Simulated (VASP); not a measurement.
# AlC (P-3m1) in VASP: a series of runs

The runs below take AlC through single point, relaxation of cell and atoms, with PBE.

Program: VASP 6.6.1. These are calculated values, not measurements. Logs are shortened: lines on timing, memory, paths and dates and some standing lists are left out, and cuts for length are marked.

**1. The cell of the first run**

The structure is trigonal, space group P-3m1 (No. 164). The conventional cell has a = 2.564 Å, b = 2.564 Å, c = 10.914 Å, α = 90.00°, β = 90.00°, γ = 120.00°. Al (site symmetry 3m) has 9 Al at 2.56 to 2.89 Å within 3.4 Å. C (site symmetry 3m) has 3 C at 1.48 Å within 2.0 Å.

**2. Single point, PBE**

File INCAR:

```
SYSTEM = AlC
PREC = Accurate
ENCUT = 520
EDIFF = 1E-6
ISMEAR = 0
SIGMA = 0.1
LREAL = .FALSE.
LASPH = .TRUE.
NELM = 100
ALGO = Normal
ISIF = 2
LWAVE = .FALSE.
LCHARG = .FALSE.
GGA = PE
NBANDS = 15
```

File KPOINTS:

```
Automatic mesh
0
G
  18 18 4
  0 0 0
```

File POSCAR:

```
AlC
1.0
    2.5640095214      0.0000000000      0.0000000000
   -1.2820047607      2.2204973811      0.0000000000
    0.0000000000      0.0000000000     10.9136259607
Al C
2 2
Direct
    0.3333333333      0.6666666667      0.3862164187
    0.6666666667      0.3333333333      0.6137835813
    0.3333333333      0.6666666667      0.0000149754
    0.6666666667      0.3333333333      0.9999850246
```

Potentials or basis: VASP PAW PBE potentials, release 64 (Al, C).

On the command line:

```console
$ cat potpaw_PBE.64/Al/POTCAR potpaw_PBE.64/C/POTCAR > POTCAR
$ mpirun -np 1 vasp_std > vasp.out
```

OUTCAR:

```text
SYSTEM = AlC
   PREC = Accurate
   ENCUT = 520
   EDIFF = 1E-6
   ISMEAR = 0
   LREAL = .FALSE.
   LASPH = .TRUE.
   NELM = 100
   ISIF = 2
   GGA = PE

 ion  position               nearest neighbor table
   1  0.333  0.667  0.386-   2 2.89   2 2.89   2 2.89
   2  0.667  0.333  0.614-   1 2.89   1 2.89   1 2.89
   3  0.333  0.667  0.000-   4 1.48   4 1.48   4 1.48
   4  0.667  0.333  1.000-   3 1.48   3 1.48   3 1.48

  LATTYP: Found a hexagonal cell.
 ALAT       =     2.5640095214
 C/A-ratio  =     4.2564685777

  Lattice vectors:

 A1 = (   2.5640095214,   0.0000000000,   0.0000000000)
 A2 = (  -1.2820047607,   2.2204973811,   0.0000000000)
 A3 = (   0.0000000000,   0.0000000000,  10.9136259607)

Analysis of symmetry for initial positions (statically):
=====================================================================
 Subroutine PRICEL returns:
 Original cell was already a primitive cell.

 Routine SETGRP: Setting up the symmetry group for a
 hexagonal supercell.

 Subroutine GETGRP returns: Found 12 space group operations
 (whereof 12 operations were pure point group operations)
 out of a pool of 24 trial point group operations.

The static configuration has the point symmetry D_3d.

Analysis of symmetry for dynamics (positions and initial velocities):
=====================================================================
 Subroutine PRICEL returns:
 Original cell was already a primitive cell.

 Routine SETGRP: Setting up the symmetry group for a
 hexagonal supercell.

 Subroutine GETGRP returns: Found 12 space group operations
 (whereof 12 operations were pure point group operations)
 out of a pool of 24 trial point group operations.

The dynamic configuration has the point symmetry D_3d.

 Subroutine INISYM returns: Found 12 space group operations
 (whereof 12 operations are pure point group operations),
 and found     1 'primitive' translations

----------------------------------------------------------------------------------------

                                     Primitive cell

  volume of cell :      62.1354

  direct lattice vectors                    reciprocal lattice vectors
     2.564009521  0.000000000  0.000000000     0.390014152  0.225174776  0.000000000
    -1.282004761  2.220497381  0.000000000     0.000000000  0.450349552  0.000000000
     0.000000000  0.000000000 10.913625961     0.000000000  0.000000000  0.091628575

  length of vectors
     2.564009521  2.564009521 10.913625961     0.450349552  0.450349552  0.091628575

  position of ions in fractional coordinates (direct lattice)
     0.333333333  0.666666667  0.386216419
     0.666666667  0.333333333  0.613783581
     0.333333333  0.666666667  0.000014975
     0.666666667  0.333333333  0.999985025

  ion indices of the primitive-cell ions
   primitive index   ion index
                 1           1
                 2           2
                 3           3
                 4           4

----------------------------------------------------------------------------------------

 KPOINTS: Automatic mesh

Automatic generation of k-mesh.
 Grid dimensions read from file:
 generate k-points for:   18   18    4

 Generating k-lattice:

  Cartesian coordinates                     Fractional coordinates (reciprocal lattice)
     0.021667453  0.012509710  0.000000000     0.055555556  0.000000000  0.000000000
     0.000000000  0.025019420  0.000000000     0.000000000  0.055555556  0.000000000
     0.000000000  0.000000000  0.022907144     0.000000000  0.000000000  0.250000000

  Length of vectors
     0.025019420  0.025019420  0.022907144

  Shift w.r.t. Gamma in fractional coordinates (k-lattice)
     0.000000000  0.000000000  0.000000000

 Subroutine IBZKPT returns following result:
 ===========================================

 Found    138 irreducible k-points:

 Following reciprocal coordinates:
            Coordinates               Weight
  0.000000  0.000000  0.000000      1.000000
  0.055556 -0.000000  0.000000      6.000000
  0.111111 -0.000000  0.000000      6.000000
  0.166667  0.000000  0.000000      6.000000
  0.222222 -0.000000  0.000000      6.000000
  0.277778  0.000000  0.000000      6.000000
[... 16 lines left out ...]
  0.333333  0.111111  0.000000     12.000000
  0.388889  0.111111  0.000000     12.000000
 [... further k-points ...]
   k-points           NKPTS =    138   k-points in BZ     NKDIM =    138   number of bands    NBANDS=     15
   number of dos      NEDOS =    301   number of ions     NIONS =      4
   total plane-waves  NPLWV =  33600
   dimension x,y,z NGX =    20 NGY =   20 NGZ =   84
   dimension x,y,z NGXF=    40 NGYF=   40 NGZF=  168
   ions per type =               2   2
   NGX,Y,Z   is equivalent  to a cutoff of  12.97, 12.97, 12.80 a.u.
   NGXF,Y,Z  is equivalent  to a cutoff of  25.94, 25.94, 25.59 a.u.
 SYSTEM =  AlC
   PREC   = accura    normal or accurate (medium, high low for compatibility)
   ISTART =      0    job   : 0-new  1-cont  2-samecut
   ICHARG =      2    charge: 1-file 2-atom 10-const
   ISPIN  =      1    spin polarized calculation?
   LNONCOLLINEAR =      F non collinear calculations
   LSORBIT =      F    spin-orbit coupling
   LASPH  =      T    aspherical Exc in radial PAW
   ENCUT  =  520.0 eV  38.22 Ry    6.18 a.u.   4.77  4.77 20.29*2*pi/ulx,y,z
   NELM   =    100;   NELMIN=  2; NELMDL= -5     # of ELM steps
   EDIFF  = 0.1E-05   stopping-criterion for ELM
   LREAL  =      F    real-space projection
   EDIFFG = 0.1E-04   stopping-criterion for IOM
   NSW    =      0    number of steps for IOM
   IBRION =     -1    ionic relax: 0-MD 1-quasi-New 2-CG
   NFREE  =      0    steps in history (QN), initial steepest desc. (CG)
   ISIF   =      2    stress and relaxation
   ISYM   =      2    0-nonsym 1-usesym 2-fastsym
   POTIM  = 0.5000    time-step for ionic-motion
   TEBEG  =    0.0;   TEEND  =   0.0 temperature during run
   PSTRESS=    0.0 pullay stress
   NELECT =      14.0000    total number of electrons
   NUPDOWN=      -1.0000    fix difference up-down
   EMIN   =  10.00;   EMAX   =-10.00  energy-range for DOS
   EFERMI =   0.00;   METHOD = LEGACY
   ISMEAR =     0;   SIGMA  =   0.10  broadening in eV -4-tet -1-fermi 0-gaus
   EFERMI_NEDOS =   21; number of points for ismear=-14 and -15
   IALGO  =     38    algorithm
   IMIX   =      4    mixing-type and parameters
     AMIX     =   0.40;   BMIX     =  1.00
     AMIX_MAG =   1.60;   BMIX_MAG =  1.00
  volume/ion in A,a.u.               =      15.53       104.83
  Fermi-wavevector in a.u.,A,eV,Ry     =   0.996180  1.882507 13.502078  0.992375
  Thomas-Fermi vector in A             =   2.128251
   LORBIT       =      0    0 simple, 1 ext, 2 COOP (PROOUT), +10 PAW based schemes
   GGA     = PE    functional components
   LHFCALC =     F    Hartree Fock is set to
   AEXX    =    0.0000 exact exchange contribution
   IVDW    =     0    specifies the selected vdW correction
   LEPSILON=     F    determine dielectric tensor
   LRPA    =     F    only Hartree local field effects (RPA)
 non-spin polarized calculation
 Gauss-broadening in eV      SIGMA  =   0.10
  energy-cutoff  :      520.00
  volume of cell :       62.14
 maximum number of plane-waves:      1696
   NGX =  9   NGY =  9   NGZ = 41

 number of electron      14.0000000 magnetization

 Free energy of the ion-electron system (eV)
  ---------------------------------------------------
  ext. energy  EPLUGINS =         0.00000000
  ---------------------------------------------------
  free energy    TOTEN  =       -24.83351632 eV

  energy without entropy =      -24.82872851  energy(sigma->0) =      -24.83112241

 E-fermi :   4.9557     XC(G=0):  -9.0016

 val. band max:        4.9027449440   @ k =   0.3333   0.0556   0.5000
 cond. band min:       4.9658285747   @ k =  -0.2778  -0.3889   0.2500
 fundamental gap:      0.0630836308
 Fermi energy:         4.9556700404

 k-point     1 :       0.0000    0.0000    0.0000
  band No.  band energies     occupation
      1     -14.2185      2.00000
      2      -6.1648      2.00000
      3      -3.5049      2.00000
      4      -2.4623      2.00000
      5       1.1245      2.00000
      6       1.3186      2.00000
      7       1.3186      2.00000
      8       5.8465      0.00000
      9       8.5617      0.00000
     10      11.9600      0.00000
     11      11.9600      0.00000
     12      13.5733      0.00000
     13      14.3459      0.00000
     14      14.4535      0.00000
     15      14.9369      0.00000

 k-point     2 :       0.0556   -0.0000    0.0000
  band No.  band energies     occupation
      1     -14.1504      2.00000
      2      -6.0728      2.00000
      3      -3.4140      2.00000
      4      -2.3825      2.00000
      5       1.0312      2.00000
      6       1.1807      2.00000
      7       1.2116      2.00000
      8       5.9317      0.00000
      9       8.6474      0.00000
     10      11.9868      0.00000
     11      12.2399      0.00000
     12      13.6502      0.00000
     13      14.2381      0.00000
     14      14.4984      0.00000
     15      14.9887      0.00000

 k-point     3 :       0.1111   -0.0000    0.0000
  band No.  band energies     occupation
      1     -13.9468      2.00000
      2      -5.7972      2.00000
      3      -3.1422      2.00000
      4      -2.1441      2.00000
      5       0.2471      2.00000
      6       0.8128      2.00000
      7       1.4730      2.00000
      8       6.1858      0.00000
      9       8.9028      0.00000
     10      11.9666      0.00000
     11      13.0300      0.00000
     12      13.6193      0.00000
     13      13.8821      0.00000
     14      14.9971      0.00000
     15      15.0334      0.00000

 k-point     4 :       0.1667    0.0000    0.0000
  band No.  band energies     occupation
      1     -13.6086      2.00000
      2      -5.3395      2.00000
      3      -2.6918      2.00000
      4      -1.7501      2.00000
      5      -0.8697      2.00000
      6       0.3150      2.00000
      7       1.9086      2.00000
      8       6.6039      0.00000
      9       9.3200      0.00000
     10      11.8049      0.00000
     11      12.6783      0.00000
     12      13.3440      0.00000
     13      14.2173      0.00000
     14      14.2680      0.00000
     15      15.1491      0.00000
[... 307 lines left out ...]
 k-point    22 :       0.2778    0.1111    0.0000
  band No.  band energies     occupation
      1     -11.6212      2.00000
      2      -4.8494      2.00000
      3      -2.6386      2.00000
      4      -1.9311      2.00000
      5      -0.0791      2.00000
      6       0.5059      2.00000
      7       4.5098      2.00000
      8       6.7627      0.00000
      9       8.5903      0.00000
     10       8.9447      0.00000
     11       9.3254      0.00000
     12      11.5627      0.00000
     13      12.1786      0.00000
     14      12.6044      0.00000
     15      13.9250      0.00000

 k-point    23 :       0.3333    0.1111    0.0000
  band No.  band energies     occupation
      1     -10.7939      2.00000
      2      -6.1191      2.00000
      3      -2.2728      2.00000
      4      -1.4955      2.00000
      5       0.9633      2.00000
      6       1.3897      2.00000
      7       4.8845      1.68599
      8       5.7040      0.00000
      9       7.2228      0.00000
     10       7.4716      0.00000
     11      10.0463      0.00000
     12      11.5076      0.00000
     13      11.9750      0.00000
     14      12.1453      0.00000
     15      13.0363      0.00000

 k-point    24 :       0.3889    0.1111    0.0000
  band No.  band energies     occupation
      1      -9.9033      2.00000
      2      -7.2882      2.00000
      3      -2.4800      2.00000
      4      -0.2079      2.00000
      5       1.9020      2.00000
      6       2.1603      2.00000
      7       3.5072      2.00000
      8       5.6611      0.00000
      9       6.3617      0.00000
     10       6.9797      0.00000
     11      10.0571      0.00000
     12      10.6237      0.00000
     13      11.8510      0.00000
     14      12.1152      0.00000
     15      13.3615      0.00000

 [... further k-points ...]
[... 5 lines left out ...]
  --------------------------------------------------------------------------------------
  -------------------------------------------------------------------------------------
  Total        0.0618272      0.0618272     -0.0116857      0.0000000     -0.0000000     -0.0000000
  in kB        1.5942312      1.5942312     -0.3013188      0.0000000     -0.0000000     -0.0000000
  external PRESSURE =       0.9623812 kB  Pullay stress =       0.0000000 kB

 VOLUME and BASIS-vectors are now :
 -----------------------------------------------------------------------------
  energy-cutoff  :      520.00
  volume of cell :       62.14
      direct lattice vectors                 reciprocal lattice vectors
     2.564009521  0.000000000  0.000000000     0.390014152  0.225174776  0.000000000
    -1.282004761  2.220497381  0.000000000     0.000000000  0.450349552  0.000000000
     0.000000000  0.000000000 10.913625961     0.000000000  0.000000000  0.091628575

 POSITION                                       TOTAL-FORCE (eV/Angst)
 -----------------------------------------------------------------------------------
     -0.00000      1.48033      4.21502        -0.000000      0.000000      0.001183
      1.28200      0.74017      6.69860        -0.000000     -0.000000     -0.001183
     -0.00000      1.48033      0.00016        -0.000000      0.000000     -0.000050
      1.28200      0.74017     10.91346         0.000000     -0.000000      0.000050
 -----------------------------------------------------------------------------------
    total drift:                                0.000000      0.000000     -0.000000

  FREE ENERGIE OF THE ION-ELECTRON SYSTEM (eV)
  ---------------------------------------------------
  free  energy   TOTEN  =       -24.8335163185 eV

  energy  without entropy=      -24.8287285062  energy(sigma->0) =      -24.83112241
```

Wall time 87 s (1 thread of Intel Xeon Platinum 8488C (Sapphire Rapids), shared host); peak memory 0.24 GiB.

Results:

```yaml
Free_energy: -24.8335 eV
Pressure: 0.1 GPa
Band_gap_on_the_k_mesh: zero (band 7 reaches 5.48 eV, above the bottom of band 8 at 4.33 eV)
```

[end of part 1 of 2]
